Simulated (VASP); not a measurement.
# SrO (I4/mmm) in VASP: a series of runs, part 2 of 2

VASP 6.6.1.

## 4. Single point, PBE

This run uses another cell than the first one, of the same volume but with other edges.

INCAR

```
SYSTEM = SrO
ALGO = Normal
EDIFF = 1E-6
ENCUT = 520
GGA = PE
ISIF = 2
ISMEAR = 0
LASPH = .True.
LCHARG = .False.
LREAL = .False.
LWAVE = .False.
NBANDS = 15
NELM = 80
PREC = Accurate
SIGMA = 0.05
```

KPOINTS

```
k-points
0
Gamma
  8 8 8
  0 0 0
```

POSCAR

```
SrO
1.0
    0.0000000000      2.7916938546      2.1775212066
    2.7916938546      0.0000000000      2.1775212066
    2.7916938546      2.7916938546      0.0000000000
Sr O
1 1
Direct
    0.0000000000      0.0000000000      0.0000000000
    0.5000000000      0.5000000000      0.5000000000
```

Potentials or basis: VASP PAW PBE potentials, release 64 (Sr_sv, O).

On the command line:

```console
> cat potpaw_PBE.64/Sr_sv/POTCAR potpaw_PBE.64/O/POTCAR > POTCAR
> mpirun -np 1 vasp_std > vasp.out
```

OUTCAR:

```text
SYSTEM = SrO
   EDIFF = 1E-6
   ENCUT = 520
   GGA = PE
   ISIF = 2
   ISMEAR = 0
   LASPH = .True.
   LREAL = .False.
   NELM = 80
   PREC = Accurate

 ion  position               nearest neighbor table
   1  0.000  0.000  0.000-   2 2.18   2 2.18   2 2.79   2 2.79   2 2.79   2 2.79
   2  0.500  0.500  0.500-   1 2.18   1 2.18   1 2.79   1 2.79   1 2.79   1 2.79

  LATTYP: Found a body centered tetragonal cell.
 ALAT       =     3.9480513112
 C/A-ratio  =     1.1030865787

  Lattice vectors:

 A1 = (   0.0000000000,  -2.7916938546,  -2.1775212066)
 A2 = (   0.0000000000,   2.7916938546,  -2.1775212066)
 A3 = (   2.7916938546,   0.0000000000,   2.1775212066)

Analysis of symmetry for initial positions (statically):
=====================================================================
 Subroutine PRICEL returns:
 Original cell was already a primitive cell.

 Routine SETGRP: Setting up the symmetry group for a
 body centered tetragonal supercell.

 Subroutine GETGRP returns: Found 16 space group operations
 (whereof 16 operations were pure point group operations)
 out of a pool of 16 trial point group operations.

The static configuration has the point symmetry D_4h.

Analysis of symmetry for dynamics (positions and initial velocities):
=====================================================================
 Subroutine PRICEL returns:
 Original cell was already a primitive cell.

 Routine SETGRP: Setting up the symmetry group for a
 body centered tetragonal supercell.

 Subroutine GETGRP returns: Found 16 space group operations
 (whereof 16 operations were pure point group operations)
 out of a pool of 16 trial point group operations.

The dynamic configuration has the point symmetry D_4h.

 Subroutine INISYM returns: Found 16 space group operations
 (whereof 16 operations are pure point group operations),
 and found     1 'primitive' translations

----------------------------------------------------------------------------------------

                                     Primitive cell

  volume of cell :      33.9413

  direct lattice vectors                    reciprocal lattice vectors
     0.000000000  2.791693855  2.177521207    -0.179102733  0.179102733  0.229618889
     2.791693855  0.000000000  2.177521207     0.179102733 -0.179102733  0.229618889
     2.791693855  2.791693855  0.000000000     0.179102733  0.179102733 -0.229618889

  length of vectors
     3.540501826  3.540501826  3.948051311     0.341877774  0.341877774  0.341877774

  position of ions in fractional coordinates (direct lattice)
     0.000000000  0.000000000  0.000000000
     0.500000000  0.500000000  0.500000000

  ion indices of the primitive-cell ions
   primitive index   ion index
                 1           1
                 2           2

----------------------------------------------------------------------------------------

 KPOINTS: k-points

Automatic generation of k-mesh.
 Grid dimensions read from file:
 generate k-points for:    8    8    8

 Generating k-lattice:

  Cartesian coordinates                     Fractional coordinates (reciprocal lattice)
    -0.022387842  0.022387842  0.028702361     0.125000000  0.000000000  0.000000000
     0.022387842 -0.022387842  0.028702361     0.000000000  0.125000000  0.000000000
     0.022387842  0.022387842 -0.028702361    -0.000000000 -0.000000000  0.125000000

  Length of vectors
     0.042734722  0.042734722  0.042734722

  Shift w.r.t. Gamma in fractional coordinates (k-lattice)
     0.000000000  0.000000000  0.000000000

 Subroutine IBZKPT returns following result:
 ===========================================

 Found     59 irreducible k-points:

 Following reciprocal coordinates:
            Coordinates               Weight
  0.000000  0.000000  0.000000      1.000000
  0.125000  0.000000  0.000000      8.000000
  0.250000  0.000000  0.000000      8.000000
  0.375000  0.000000  0.000000      8.000000
  0.500000  0.000000  0.000000      4.000000
  0.125000  0.125000  0.000000      2.000000
[... 16 lines left out ...]
  0.250000  0.000000  0.125000     16.000000
  0.375000  0.000000  0.125000     16.000000
 [... further k-points ...]
   k-points           NKPTS =     59   k-points in BZ     NKDIM =     59   number of bands    NBANDS=     15
   number of dos      NEDOS =    301   number of ions     NIONS =      2
   total plane-waves  NPLWV =  23520
   dimension x,y,z NGX =    28 NGY =   28 NGZ =   30
   dimension x,y,z NGXF=    56 NGYF=   56 NGZF=   60
   ions per type =               1   1
   NGX,Y,Z   is equivalent  to a cutoff of  13.15, 13.15, 12.63 a.u.
   NGXF,Y,Z  is equivalent  to a cutoff of  26.30, 26.30, 25.27 a.u.
 SYSTEM =  SrO
   PREC   = accura    normal or accurate (medium, high low for compatibility)
   ISTART =      0    job   : 0-new  1-cont  2-samecut
   ICHARG =      2    charge: 1-file 2-atom 10-const
   ISPIN  =      1    spin polarized calculation?
   LNONCOLLINEAR =      F non collinear calculations
   LSORBIT =      F    spin-orbit coupling
   LASPH  =      T    aspherical Exc in radial PAW
   ENCUT  =  520.0 eV  38.22 Ry    6.18 a.u.   6.58  6.58  7.34*2*pi/ulx,y,z
   NELM   =     80;   NELMIN=  2; NELMDL= -5     # of ELM steps
   EDIFF  = 0.1E-05   stopping-criterion for ELM
   LREAL  =      F    real-space projection
   EDIFFG = 0.1E-04   stopping-criterion for IOM
   NSW    =      0    number of steps for IOM
   IBRION =     -1    ionic relax: 0-MD 1-quasi-New 2-CG
   NFREE  =      0    steps in history (QN), initial steepest desc. (CG)
   ISIF   =      2    stress and relaxation
   ISYM   =      2    0-nonsym 1-usesym 2-fastsym
   POTIM  = 0.5000    time-step for ionic-motion
   TEBEG  =    0.0;   TEEND  =   0.0 temperature during run
   PSTRESS=    0.0 pullay stress
   NELECT =      16.0000    total number of electrons
   NUPDOWN=      -1.0000    fix difference up-down
   EMIN   =  10.00;   EMAX   =-10.00  energy-range for DOS
   EFERMI =   0.00;   METHOD = LEGACY
   ISMEAR =     0;   SIGMA  =   0.05  broadening in eV -4-tet -1-fermi 0-gaus
   EFERMI_NEDOS =   21; number of points for ismear=-14 and -15
   IALGO  =     38    algorithm
   IMIX   =      4    mixing-type and parameters
     AMIX     =   0.40;   BMIX     =  1.00
     AMIX_MAG =   1.60;   BMIX_MAG =  1.00
  volume/ion in A,a.u.               =      16.97       114.52
  Fermi-wavevector in a.u.,A,eV,Ry     =   1.274106  2.407711 22.086959  1.623346
  Thomas-Fermi vector in A             =   2.406892
   LORBIT       =      0    0 simple, 1 ext, 2 COOP (PROOUT), +10 PAW based schemes
   GGA     = PE    functional components
   LHFCALC =     F    Hartree Fock is set to
   AEXX    =    0.0000 exact exchange contribution
   IVDW    =     0    specifies the selected vdW correction
   LEPSILON=     F    determine dielectric tensor
   LRPA    =     F    only Hartree local field effects (RPA)
 non-spin polarized calculation
 Gauss-broadening in eV      SIGMA  =   0.05
  energy-cutoff  :      520.00
  volume of cell :       33.94
 maximum number of plane-waves:       945
 NGX is ok and might be reduce to    28

 number of electron      15.9999997 magnetization

 Free energy of the ion-electron system (eV)
  ---------------------------------------------------
  ext. energy  EPLUGINS =         0.00000000
  ---------------------------------------------------
  free energy    TOTEN  =       -11.10850734 eV

  energy without entropy =      -11.10850734  energy(sigma->0) =      -11.10850734

 E-fermi :   3.2342     XC(G=0):  -9.9186

 val. band max:        2.9665739228   @ k =   0.5000   0.0000   0.5000
 cond. band min:       4.4008901967   @ k =   0.5000   0.5000   0.0000
 fundamental gap:      1.4343162739
 Fermi energy:         3.2342076946

 k-point     1 :       0.0000    0.0000    0.0000
  band No.  band energies     occupation
      1     -30.4262      2.00000
      2     -13.5269      2.00000
      3     -12.3106      2.00000
      4     -12.1202      2.00000
      5     -12.1202      2.00000
      6       1.3454      2.00000
      7       1.3454      2.00000
      8       2.9275      2.00000
      9       4.6599      0.00000
     10       7.7738      0.00000
     11       7.7738      0.00000
     12       8.5180      0.00000
     13       9.4327      0.00000
     14      13.7620      0.00000
[... 401 lines left out ...]
      2     -14.9404      2.00000
      3     -12.4258      2.00000
      4     -12.2718      2.00000
      5     -10.7877      2.00000
      6       0.0373      2.00000
      7       0.6303      2.00000
      8       1.4448      2.00000
      9       7.7777      0.00000
     10       8.0656      0.00000
     11       9.9006      0.00000
     12      10.6276      0.00000
     13      11.2817      0.00000
     14      14.6578      0.00000
     15      16.8317      0.00000

 [... further k-points ...]
[... 5 lines left out ...]
  --------------------------------------------------------------------------------------
  -------------------------------------------------------------------------------------
  Total       -0.4468964     -0.4468964     13.5001212      0.0000000     -0.0000000      0.0000000
  in kB      -21.0954847    -21.0954847    637.2653105      0.0000000     -0.0000000      0.0000000
  external PRESSURE =     198.3581137 kB  Pullay stress =       0.0000000 kB

 VOLUME and BASIS-vectors are now :
 -----------------------------------------------------------------------------
  energy-cutoff  :      520.00
  volume of cell :       33.94
      direct lattice vectors                 reciprocal lattice vectors
     0.000000000  2.791693855  2.177521207    -0.179102733  0.179102733  0.229618889
     2.791693855  0.000000000  2.177521207     0.179102733 -0.179102733  0.229618889
     2.791693855  2.791693855  0.000000000     0.179102733  0.179102733 -0.229618889

 POSITION                                       TOTAL-FORCE (eV/Angst)
 -----------------------------------------------------------------------------------
      0.00000      0.00000      0.00000        -0.000000     -0.000000      0.000000
      2.79169      2.79169      2.17752         0.000000      0.000000      0.000000
 -----------------------------------------------------------------------------------
    total drift:                                0.000000      0.000000      0.000000

  FREE ENERGIE OF THE ION-ELECTRON SYSTEM (eV)
  ---------------------------------------------------
  free  energy   TOTEN  =       -11.1085073440 eV

  energy  without entropy=      -11.1085073440  energy(sigma->0) =      -11.10850734
```

OSZICAR:

```text
N       E                     dE             d eps       ncg     rms          rms(c)
DAV:   1     0.690626537402E+02    0.69063E+02   -0.85045E+03  1794   0.104E+03
DAV:   2    -0.106758821122E+02   -0.79739E+02   -0.72299E+02  2424   0.222E+02
DAV:   3    -0.138096025792E+02   -0.31337E+01   -0.31206E+01  2207   0.391E+01
DAV:   4    -0.138601164096E+02   -0.50514E-01   -0.50499E-01  2419   0.499E+00
DAV:   5    -0.138617745953E+02   -0.16582E-02   -0.16582E-02  2287   0.615E-01    0.272E+01
DAV:   6    -0.112437808920E+02    0.26180E+01   -0.79859E+00  1987   0.222E+01    0.304E+01
DAV:   7    -0.111293583975E+02    0.11442E+00   -0.41462E-01  2022   0.518E+00    0.166E+01
DAV:   8    -0.111050480289E+02    0.24310E-01   -0.14192E-01  2141   0.346E+00    0.259E+00
DAV:   9    -0.111073249708E+02   -0.22769E-02   -0.84399E-03  2281   0.805E-01    0.296E-01
DAV:  10    -0.111084405363E+02   -0.11156E-02   -0.15047E-03  1855   0.294E-01    0.741E-02
DAV:  11    -0.111084805170E+02   -0.39981E-04   -0.13116E-04  2309   0.924E-02    0.556E-02
DAV:  12    -0.111085074716E+02   -0.26955E-04   -0.34672E-05  1882   0.446E-02    0.941E-03
DAV:  13    -0.111085073440E+02    0.12764E-06   -0.85808E-07  1976   0.855E-03
   1 F= -.11108507E+02 E0= -.11108507E+02  d E =-.418693E-16
```

Wall time 28 s (1 thread of Intel Xeon Platinum 8488C (Sapphire Rapids), shared host); peak memory 0.18 GiB.

What came out:

```
Free energy            : -11.1085 eV
Pressure               : 19.8 GPa
Band gap on the k mesh : 1.43 eV, indirect (least direct gap 1.48 eV)
```

Stress tensor (GPa, compression positive):
```
-2.11  0.00  0.00
 0.00 -2.11  0.00
 0.00  0.00 63.73
```

Levels at points of the mesh, in eV from the valence-band top:
```tsv
k point	band 4	band 5	band 6	band 7	band 8	band 9	band 10	band 11	band 12	band 13
(0.00, 0.00, 0.00)	-15.09	-15.09	-1.62	-1.62	-0.04	1.69	4.81	4.81	5.55	6.47
(0.50, 0.00, 0.00)	-15.31	-12.66	-3.50	-2.76	-2.69	5.15	6.82	7.61	8.18	10.21
(0.50, 0.50, 0.00)	-15.74	-15.74	-1.69	-1.69	-0.05	1.43	7.39	9.21	9.60	9.64
(0.50, 0.00, 0.50)	-15.65	-15.17	-2.08	-1.73	0.00	2.72	5.56	8.19	8.54	9.89
```

 A k mesh can miss the band edges.

## 5. Single point, PBE

This run uses another cell than the first one, of the same volume but with other edges.

INCAR

```
PREC = Accurate
ENCUT = 520
EDIFF = 1E-6
ISMEAR = 0
SIGMA = 0.05
LREAL = F
LASPH = T
NELM = 80
ALGO = Normal
ISIF = 2
LWAVE = F
LCHARG = T
GGA = PE
LELF = T
LVHAR = T
NBANDS = 15
```

KPOINTS

```
Automatic mesh
0
Gamma
  8 8 8
```

POSCAR

```
SrO
1.0
    0.0000000000      2.3546057885      3.0609875251
    2.3546057885      0.0000000000      3.0609875251
    2.3546057885      2.3546057885      0.0000000000
Sr O
1 1
Direct
    0.0000000000      0.0000000000      0.0000000000
    0.5000000000      0.5000000000      0.5000000000
```

On the command line:

```console
> cat potpaw_PBE.64/Sr_sv/POTCAR potpaw_PBE.64/O/POTCAR > POTCAR
> mpirun -np 1 vasp_std > vasp.out
```

Run time: 51 s. Hardware: 1 thread of Intel Xeon Platinum 8488C (Sapphire Rapids), shared host; peak memory 0.18 GiB.

It converged, with:

* Free energy: -11.4263 eV
* Pressure: 16.8 GPa
* Band gap on the k mesh: 2.29 eV, indirect (least direct gap 2.42 eV)

Stress tensor (GPa, compression positive):
```
27.91  0.00  0.00
 0.00 27.91  0.00
 0.00  0.00 -5.53
```

Levels at points of the mesh, in eV from the valence-band top:
```
           k point  band 5  band 6  band 7  band 8  band 9  band 10  band 11  band 12
(0.00, 0.00, 0.00)  -14.16   -0.85   -0.13   -0.13    2.29     4.72     6.89     6.89
(0.50, 0.00, 0.00)  -12.43   -2.68   -1.88   -1.87    5.82     7.48     8.88     9.10
(0.50, 0.50, 0.00)  -14.30   -1.57   -0.16   -0.16    3.41     8.09     8.52    10.35
(0.50, 0.00, 0.50)  -14.62   -1.01   -0.16    0.00    2.89     6.96     8.54     9.78
```

 A k mesh can miss the band edges.

## 6. Overview

```csv
cell,gap on the mesh (eV),pressure (GPa)
"a = 3.560, b = 3.560, c = 3.837 Å, angles 57.4, 57.4, 65.2°, 2 atoms",2.27,10.0
"a = 3.777, b = 3.777, c = 3.420 Å, angles 63.1, 63.1, 53.8°, 2 atoms",3.00,10.1
"a = 3.541, b = 3.541, c = 3.948 Å, angles 56.1, 56.1, 67.8°, 2 atoms",1.43,19.8
"a = 3.862, b = 3.862, c = 3.330 Å, angles 64.5, 64.5, 51.1°, 2 atoms",2.29,16.8
```

Alike in all rows: task single point; level PBE; potentials or basis VASP PAW PBE potentials, release 64 (Sr_sv, O); no spin polarisation; k mesh 8 × 8 × 8; cutoff (eV) 520; smearing gaussian 0.05 eV.

Total energies depend on the potentials used, so only differences within one code and one set of settings carry meaning.
